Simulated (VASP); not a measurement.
# Ge (Fd-3m) in VASP: further runs

Ge is run at these levels: PBE0, HSE06; tasks: single point.

Program: VASP 6.6.1. These are calculated values, not measurements. Logs are shortened: lines on timing, memory, paths and dates and some standing lists are left out, and cuts for length are marked.

## (1) The cell of the first run

Symmetry: Fd-3m, No. 227, cubic system. The conventional cell has a = 5.581 Å, b = 5.581 Å, c = 5.581 Å, α = 90.00°, β = 90.00°, γ = 90.00°. Ge (site symmetry -43m) has 4 Ge at 2.42 Å within 3.2 Å.

## (2) Single point, PBE0

Input file POSCAR:

```
Ge
1.0
    0.0000000000      2.7906767997      2.7906767997
    2.7906767997      0.0000000000      2.7906767997
    2.7906767997      2.7906767997      0.0000000000
Ge
2
Direct
    0.7500000000      0.7500000000      0.7500000000
    0.5000000000      0.5000000000      0.5000000000
```

Input file INCAR.step1:

```
ALGO = Normal ; EDIFF = 1E-5
ENCUT = 520 ; GGA = PE
ISIF = 2 ; ISMEAR = -1
LASPH = True ; LCHARG = False
LREAL = False ; LWAVE = True
NBANDS = 21 ; NELM = 80
PREC = Accurate ; SIGMA = 0.05
```

Input file INCAR.step2:

```
AEXX = 0.25 ; ALGO = Normal
EDIFF = 1E-7 ; ENCUT = 520
GGA = PE ; ISIF = 2
ISMEAR = -1 ; ISTART = 1
LASPH = True ; LCHARG = False
LHFCALC = True ; LREAL = False
LWAVE = False ; NBANDS = 21
NELM = 80 ; PREC = Accurate
PRECFOCK = Normal ; SIGMA = 0.05
```

Input file KPOINTS:

```
k-points
0
Gamma
  4 4 4
```

Potentials or basis: VASP PAW PBE potentials, release 64 (Ge_d).

Run with:

```console
$ cat potpaw_PBE.64/Ge_d/POTCAR > POTCAR
$ cp INCAR.step1 INCAR
$ mpirun -np 1 vasp_std > vasp.out
$ cp INCAR.step2 INCAR
$ mpirun -np 1 vasp_std > vasp.out
```

OUTCAR:

```text
AEXX = 0.25
   EDIFF = 1E-7
   ENCUT = 520
   GGA = PE
   ISIF = 2
   ISMEAR = -1
   ISTART = 1
   LASPH = True
   LHFCALC = True
   LREAL = False
   NELM = 80
   PREC = Accurate
   PRECFOCK = Normal

 ion  position               nearest neighbor table
   1  0.750  0.750  0.750-   2 2.42   2 2.42   2 2.42   2 2.42
   2  0.500  0.500  0.500-   1 2.42   1 2.42   1 2.42   1 2.42

  LATTYP: Found a face centered cubic cell.
 ALAT       =     5.5813535994

  Lattice vectors:

 A1 = (   0.0000000000,   2.7906767997,   2.7906767997)
 A2 = (   2.7906767997,   0.0000000000,   2.7906767997)
 A3 = (   2.7906767997,   2.7906767997,   0.0000000000)

Analysis of symmetry for initial positions (statically):
=====================================================================
 Subroutine PRICEL returns:
 Original cell was already a primitive cell.

 Routine SETGRP: Setting up the symmetry group for a
 face centered cubic supercell.

 Subroutine GETGRP returns: Found 48 space group operations
 (whereof 24 operations were pure point group operations)
 out of a pool of 48 trial point group operations.

The static configuration has the point symmetry T_d .
 The point group associated with its full space group is O_h .

Analysis of symmetry for dynamics (positions and initial velocities):
=====================================================================
 Subroutine PRICEL returns:
 Original cell was already a primitive cell.

 Routine SETGRP: Setting up the symmetry group for a
 face centered cubic supercell.

 Subroutine GETGRP returns: Found 48 space group operations
 (whereof 24 operations were pure point group operations)
 out of a pool of 48 trial point group operations.

The dynamic configuration has the point symmetry T_d .
 The point group associated with its full space group is O_h .

 Subroutine INISYM returns: Found 48 space group operations
 (whereof 24 operations are pure point group operations),
 and found     1 'primitive' translations

----------------------------------------------------------------------------------------

                                     Primitive cell

  volume of cell :      43.4669

  direct lattice vectors                    reciprocal lattice vectors
     0.000000000  2.790676800  2.790676800    -0.179168007  0.179168007  0.179168007
     2.790676800  0.000000000  2.790676800     0.179168007 -0.179168007  0.179168007
     2.790676800  2.790676800  0.000000000     0.179168007  0.179168007 -0.179168007

  length of vectors
     3.946612978  3.946612978  3.946612978     0.310328091  0.310328091  0.310328091

  position of ions in fractional coordinates (direct lattice)
     0.750000000  0.750000000  0.750000000
     0.500000000  0.500000000  0.500000000

  ion indices of the primitive-cell ions
   primitive index   ion index
                 1           1
                 2           2

----------------------------------------------------------------------------------------

 KPOINTS: k-points

Automatic generation of k-mesh.
 Grid dimensions read from file:
 generate k-points for:    4    4    4

 Generating k-lattice:

  Cartesian coordinates                     Fractional coordinates (reciprocal lattice)
    -0.044792002  0.044792002  0.044792002     0.250000000  0.000000000  0.000000000
     0.044792002 -0.044792002  0.044792002     0.000000000  0.250000000  0.000000000
     0.044792002  0.044792002 -0.044792002     0.000000000  0.000000000  0.250000000

  Length of vectors
     0.077582023  0.077582023  0.077582023

  Shift w.r.t. Gamma in fractional coordinates (k-lattice)
     0.000000000  0.000000000  0.000000000

 Subroutine IBZKPT returns following result:
 ===========================================

 Found      8 irreducible k-points:

 Following reciprocal coordinates:
            Coordinates               Weight
  0.000000  0.000000  0.000000      1.000000
  0.250000  0.000000  0.000000      8.000000
  0.500000  0.000000  0.000000      4.000000
  0.250000  0.250000  0.000000      6.000000
  0.500000  0.250000  0.000000     24.000000
 -0.250000  0.250000  0.000000     12.000000
  0.500000  0.500000  0.000000      3.000000
 -0.250000  0.500000  0.250000      6.000000
   k-points           NKPTS =      8   k-points in BZ     NKDIM =     64   number of bands    NBANDS=     21
   number of dos      NEDOS =    301   number of ions     NIONS =      2
   total plane-waves  NPLWV =  27000
   dimension x,y,z NGX =    30 NGY =   30 NGZ =   30
   dimension x,y,z NGXF=    60 NGYF=   60 NGZF=   60
   ions per type =               2
   NGX,Y,Z   is equivalent  to a cutoff of  12.64, 12.64, 12.64 a.u.
   NGXF,Y,Z  is equivalent  to a cutoff of  25.27, 25.27, 25.27 a.u.
 SYSTEM =  unknown system
   PREC   = accura    normal or accurate (medium, high low for compatibility)
   ISTART =      1    job   : 0-new  1-cont  2-samecut
   ICHARG =      0    charge: 1-file 2-atom 10-const
   ISPIN  =      1    spin polarized calculation?
   LNONCOLLINEAR =      F non collinear calculations
   LSORBIT =      F    spin-orbit coupling
   LASPH  =      T    aspherical Exc in radial PAW
   ENCUT  =  520.0 eV  38.22 Ry    6.18 a.u.   7.34  7.34  7.34*2*pi/ulx,y,z
   NELM   =     80;   NELMIN=  2; NELMDL=  0     # of ELM steps
   EDIFF  = 0.1E-06   stopping-criterion for ELM
   LREAL  =      F    real-space projection
   EDIFFG = 0.1E-05   stopping-criterion for IOM
   NSW    =      0    number of steps for IOM
   IBRION =     -1    ionic relax: 0-MD 1-quasi-New 2-CG
   NFREE  =      0    steps in history (QN), initial steepest desc. (CG)
   ISIF   =      2    stress and relaxation
   ISYM   =      3    0-nonsym 1-usesym 2-fastsym
   POTIM  = 0.5000    time-step for ionic-motion
   TEBEG  =    0.0;   TEEND  =   0.0 temperature during run
   PSTRESS=    0.0 pullay stress
   NELECT =      28.0000    total number of electrons
   NUPDOWN=      -1.0000    fix difference up-down
   EMIN   =  10.00;   EMAX   =-10.00  energy-range for DOS
   EFERMI =   0.00;   METHOD = LEGACY
   ISMEAR =    -1;   SIGMA  =   0.05  broadening in eV -4-tet -1-fermi 0-gaus
   EFERMI_NEDOS =   21; number of points for ismear=-14 and -15
   IALGO  =     38    algorithm
   IMIX   =      1    mixing-type and parameters
     AMIX     =   0.40;   BMIX     =  1.00
     AMIX_MAG =   1.60;   BMIX_MAG =  1.00
  volume/ion in A,a.u.               =      21.73       146.66
  Fermi-wavevector in a.u.,A,eV,Ry     =   1.413865  2.671818 27.198243  1.999014
  Thomas-Fermi vector in A             =   2.535467
   LORBIT       =      0    0 simple, 1 ext, 2 COOP (PROOUT), +10 PAW based schemes
   GGA     = PE    functional components
   LHFCALC =     T    Hartree Fock is set to
   PRECFOCK=normal    Normal, Fast or Accurate (Low or Medium for compatibility)
   ENCUT4O =  -1.0   cutoff for four orbital integrals eV
   NKREDX  =     1    reduce k-point grid by
   NKREDY  =     1    reduce k-point grid by
   NKREDZ  =     1    reduce k-point grid by
   AEXX    =    0.2500 exact exchange contribution
   HFSCREEN=    0.0000 screening length (either q_TF or 0.3 A-1)
   HFSCREENC=   0.0000 screening length for correlation (either q_TF or 0.3 A-1)
   ENCUTFOCK=  -1.0 apply spherical cutoff to Coloumb kernel
   IVDW    =     0    specifies the selected vdW correction
   LEPSILON=     F    determine dielectric tensor
   LRPA    =     F    only Hartree local field effects (RPA)
 non-spin polarized calculation
  energy-cutoff  :      520.00
  volume of cell :       43.47
 maximum number of plane-waves:      1211
 NGX is ok and might be reduce to    30
  NGX = 24; NGY = 24; NGZ = 24

 number of electron      28.0000021 magnetization

 Free energy of the ion-electron system (eV)
  ---------------------------------------------------
  ext. energy  EPLUGINS =         0.00000000
  ---------------------------------------------------
  free energy    TOTEN  =       -11.47085110 eV

  energy without entropy =      -11.47085110  energy(sigma->0) =      -11.47085110

 E-fermi :   5.5790     XC(G=0):  -7.9743

 val. band max:        4.7107884820   @ k =   0.0000   0.0000   0.0000
 cond. band min:       6.4619016298   @ k =   0.5000   0.0000   0.0000
 fundamental gap:      1.7511131477
 Fermi energy:         5.5789585404

 k-point     1 :       0.0000    0.0000    0.0000
  band No.  band energies     occupation
      1     -23.2829      2.00000
      2     -23.2829      2.00000
      3     -23.2829      2.00000
      4     -23.2434      2.00000
      5     -23.2434      2.00000
      6     -23.0114      2.00000
[... 13 lines left out ...]
     20      15.9793      0.00000
     21      15.9793      0.00000

 k-point     2 :       0.2500    0.0000    0.0000
  band No.  band energies     occupation
      1     -23.3038      2.00000
      2     -23.3038      2.00000
      3     -23.2740      2.00000
      4     -23.2110      2.00000
      5     -23.2110      2.00000
      6     -23.0359      2.00000
[... 13 lines left out ...]
     20      14.7140      0.00000
     21      14.7140      0.00000

 k-point     3 :       0.5000    0.0000    0.0000
  band No.  band energies     occupation
      1     -23.3109      2.00000
      2     -23.3109      2.00000
      3     -23.2648      2.00000
      4     -23.1965      2.00000
      5     -23.1965      2.00000
      6     -23.0437      2.00000
[... 13 lines left out ...]
     20      18.0427      0.00000
     21      18.0427      0.00000

 k-point     4 :       0.2500    0.2500    0.0000
  band No.  band energies     occupation
      1     -23.3038      2.00000
      2     -23.3038      2.00000
      3     -23.2912      2.00000
      4     -23.2048      2.00000
      5     -23.1647      2.00000
      6     -23.1066      2.00000
[... 13 lines left out ...]
     20      16.8691      0.00000
     21      17.1329      0.00000

 k-point     5 :       0.5000    0.2500    0.0000
  band No.  band energies     occupation
      1     -23.3347      2.00000
      2     -23.3178      2.00000
      3     -23.2426      2.00000
      4     -23.1657      2.00000
      5     -23.1444      2.00000
      6     -23.1239      2.00000
[... 13 lines left out ...]
     20      18.1611      0.00000
     21      18.6992      0.00000

 k-point     6 :      -0.2500    0.2500    0.0000
  band No.  band energies     occupation
      1     -23.3292      2.00000
      2     -23.3210      2.00000
      3     -23.2352      2.00000
      4     -23.1936      2.00000
      5     -23.1620      2.00000
      6     -23.0824      2.00000
[... 13 lines left out ...]
     20      16.2584      0.00000
     21      18.8316      0.00000

 k-point     7 :       0.5000    0.5000    0.0000
  band No.  band energies     occupation
      1     -23.3216      2.00000
      2     -23.3216      2.00000
      3     -23.2272      2.00000
      4     -23.2272      2.00000
      5     -23.1138      2.00000
      6     -23.1138      2.00000
[... 13 lines left out ...]
     20      18.8138      0.00000
     21      19.6080      0.00000

 k-point     8 :      -0.2500    0.5000    0.2500
  band No.  band energies     occupation
      1     -23.3372      2.00000
      2     -23.3372      2.00000
      3     -23.1796      2.00000
      4     -23.1796      2.00000
      5     -23.1230      2.00000
      6     -23.1230      2.00000
[... 13 lines left out ...]
     20      18.0912      0.00000
     21      19.9699      0.00000

------------------------ aborting loop because EDIFF is reached ----------------------------------------

  FORCE on cell =-STRESS in cart. coord.  units (eV):
  Direction    XX          YY          ZZ          XY          YZ          ZX
  --------------------------------------------------------------------------------------
  -------------------------------------------------------------------------------------
  Total        1.1902837      1.1902837      1.1902837     -0.0000000      0.0000000     -0.0000000
  in kB       43.8735155     43.8735155     43.8735155     -0.0000000      0.0000000     -0.0000000
  external PRESSURE =      43.8735155 kB  Pullay stress =       0.0000000 kB

 VOLUME and BASIS-vectors are now :
 -----------------------------------------------------------------------------
  energy-cutoff  :      520.00
  volume of cell :       43.47
      direct lattice vectors                 reciprocal lattice vectors
     0.000000000  2.790676800  2.790676800    -0.179168007  0.179168007  0.179168007
     2.790676800  0.000000000  2.790676800     0.179168007 -0.179168007  0.179168007
     2.790676800  2.790676800  0.000000000     0.179168007  0.179168007 -0.179168007

 POSITION                                       TOTAL-FORCE (eV/Angst)
 -----------------------------------------------------------------------------------
      4.18602      4.18602      4.18602         0.000000      0.000000      0.000000
      2.79068      2.79068      2.79068        -0.000000     -0.000000     -0.000000
 -----------------------------------------------------------------------------------
    total drift:                                0.000000     -0.000000     -0.000000

  FREE ENERGIE OF THE ION-ELECTRON SYSTEM (eV)
  ---------------------------------------------------
  free  energy   TOTEN  =       -11.4708511043 eV

  energy  without entropy=      -11.4708510993  energy(sigma->0) =      -11.47085110
```

Run time: 13 min. Hardware: 1 thread of Intel Xeon Platinum 8488C (Sapphire Rapids), shared host; peak memory 0.18 GiB.

What came out:

```yaml
Free_energy: -11.4709 eV
Pressure: 4.4 GPa
Band_gap_on_the_k_mesh: 1.75 eV (least direct gap 2.12 eV)
```

Levels at points of the mesh, in eV from the valence-band top:
```tsv
k point	band 11	band 12	band 13	band 14	band 15	band 16	band 17	band 18
(0.00, 0.00, 0.00)	-14.42	0.00	0.00	0.00	2.12	4.01	4.01	4.01
(0.50, 0.00, 0.00)	-11.98	-8.55	-1.60	-1.60	1.75	5.25	5.25	8.71
(0.50, 0.50, 0.00)	-9.91	-9.91	-3.53	-3.53	1.98	1.98	11.97	11.97
```

Caveat: the k points lie up to 0.49 Å⁻¹ apart; the PAW data sets were made with another functional, which shifts forces and pressure a little. A k mesh can miss the band edges.

(Part 1 of 2 ends here.)
